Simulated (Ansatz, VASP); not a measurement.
**Ca in VASP and in Ansatz**

INCAR

```
PREC     = Accurate       # precision mode
ENCUT    = 520            # plane-wave cutoff, eV
EDIFF    = 1E-6           # SCF threshold, eV
ISMEAR   = 0              # smearing method
SIGMA    = 0.15           # smearing width, eV
LREAL    = F              # projectors in reciprocal space
LASPH    = T              # aspherical terms in the spheres
NELM     = 100            # most SCF steps
ALGO     = Fast           # electronic algorithm
ISIF     = 2              # what is computed and relaxed
LWAVE    = F              # write WAVECAR
LCHARG   = F              # write CHGCAR
GGA      = PS             # functional
NBANDS   = 17             # bands
```

Contents of KPOINTS:

```
regular mesh
0
Gamma
  16 16 8
```

POSCAR

```
Ca
1.0
    2.0268338910     -3.4911877337      0.0000000000
    2.0268338910      3.4911877337      0.0000000000
    0.0000000000      0.0000000000      6.1571577211
Ca
2
Direct
    0.8355866000      0.1644134000      0.2500000000
    0.1644134000      0.8355866000      0.7500000000
```

Input for Ansatz:

```yaml
crystal:
  lattice:
    - [2.026833891, -3.4911877337, 0.0]
    - [2.026833891, 3.4911877337, 0.0]
    - [0.0, 0.0, 6.1571577211]
  atoms:
    - { symbol: Ca, position: [0.8355866, 0.1644134, 0.25] }
    - { symbol: Ca, position: [0.1644134, 0.8355866, 0.75] }
basis:
  ecutwfc: 420
kpoints:
  mp_grid: { grid: [16, 16, 8] }
hamiltonian:
  xc: pbesol
scf:
  occupations: { method: gaussian, width: 0.15 }
output:
  forces: true
  stress: true
  eigenvalues: true
```

Alike in both runs: task single point; functional PBEsol; k mesh 16 × 16 × 8; occupations gaussian, width 0.15 eV; no spin polarisation.

|  | VASP | Ansatz |
| --- | --- | --- |
| version | VASP 6.6.1 | Ansatz 0.2.0 |
| potentials or method | VASP PAW PBE potentials, release 64 (Ca_sv), cutoff 520 eV | scalar-relativistic, plane waves, PAW |
| valence electrons in the cell | 20 | 20 |

```tsv
	VASP	Ansatz	Ansatz less VASP
gap on the k mesh at the Fermi level (eV)	none	none	-
pressure (GPa)	-1.0	-1.0	0.00
traceless stress, the component that is largest in VASP (GPa)	1.19	1.19	-0.002
rms of the force components (eV/Å)	0.013	0.013	0.0000
```

VASP's potentials were made for PBE, not for PBEsol. Atom by atom the forces differ by 0.000 eV/Å (rms over components). A gap of «none» marks a metal or a gap that the smearing closes. With one functional, cell and mesh, what is left measures potentials, basis and numerics.
